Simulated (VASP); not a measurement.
Wanted: the native input for a VASP 6.6.1 run.

```
Task                   : single point
Functional             : r2SCAN
Potentials or basis    : VASP PAW PBE potentials, release 64 (Ti_sv, B)
Cutoff                 : 520 eV
k mesh                 : 20 × 20 × 20
Occupations            : gaussian, width 0.15 eV
Spin                   : no spin polarisation
Dipole correction      : no
Further INCAR settings : ALGO = Normal; EDIFF = 1e-06; NBANDS = 14
```

The system is TiB.

```
Ti B
1.0
     0.00000    2.04847    2.15353
     2.04847    0.00000    2.15353
     2.04847    2.04847    0.00000
Ti B
1 1
Direct
  0.75000 0.75000 0.75000
  0.00000 0.00000 0.00000
```

This cell differs from its parent crystal: strain -0.025 along x and y, +0.025 along z.

The input as run:

POSCAR

```
TiB
1.0
    0.0000000000      2.0484750000      2.1535250000
    2.0484750000      0.0000000000      2.1535250000
    2.0484750000      2.0484750000      0.0000000000
Ti B
1 1
Direct
    0.7500000000      0.7500000000      0.7500000000
    0.0000000000      0.0000000000      0.0000000000
```

INCAR.step1

```
SYSTEM = TiB
  PREC = Accurate
  ENCUT = 520
  ISMEAR = 0
  SIGMA = 0.15
  LREAL = .FALSE.
  LASPH = .TRUE.
  NELM = 80
  NBANDS = 14
  GGA = PE
  ALGO = Normal
  EDIFF = 1E-4
  LWAVE = .TRUE.
  LCHARG = .FALSE.
```

INCAR.step2

```
SYSTEM = TiB
  PREC = Accurate
  ENCUT = 520
  EDIFF = 1E-6
  ISMEAR = 0
  SIGMA = 0.15
  LREAL = .FALSE.
  LASPH = .TRUE.
  NELM = 80
  ALGO = Normal
  ISIF = 2
  LWAVE = .FALSE.
  LCHARG = .TRUE.
  METAGGA = R2SCAN
  LMIXTAU = .TRUE.
  LELF = .TRUE.
  LVHAR = .TRUE.
  NBANDS = 14
  ISTART = 1
```

KPOINTS

```
regular mesh
0
G
  20 20 20
  0 0 0
```

Potentials or basis: VASP PAW PBE potentials, release 64 (Ti_sv, B).

Run with:

```sh
$ cat potpaw_PBE.64/Ti_sv/POTCAR potpaw_PBE.64/B/POTCAR > POTCAR
$ cp INCAR.step1 INCAR
$ mpirun -np 1 vasp_std > vasp.out
$ cp INCAR.step2 INCAR
$ mpirun -np 1 vasp_std > vasp.out
```

It gave:

| Item | Value |
| --- | --- |
| Pressure | 133.7 GPa |
| Band gap on the k mesh | zero (an odd number of electrons rules out a gap without spin polarisation) |

Caveat: the cell differs from its parent crystal (strain -0.025 along x and y, +0.025 along z); the stress differs along the axes, from 130 to 141 GPa; the PAW data sets were made with another functional, which shifts forces and pressure a little; an odd number of electrons without spin polarisation forces a metal; a magnetic or distorted state may lie lower.

Wall time 11 min on 1 thread of AMD EPYC 7R13, on a shared host, peak memory 0.29 GiB.
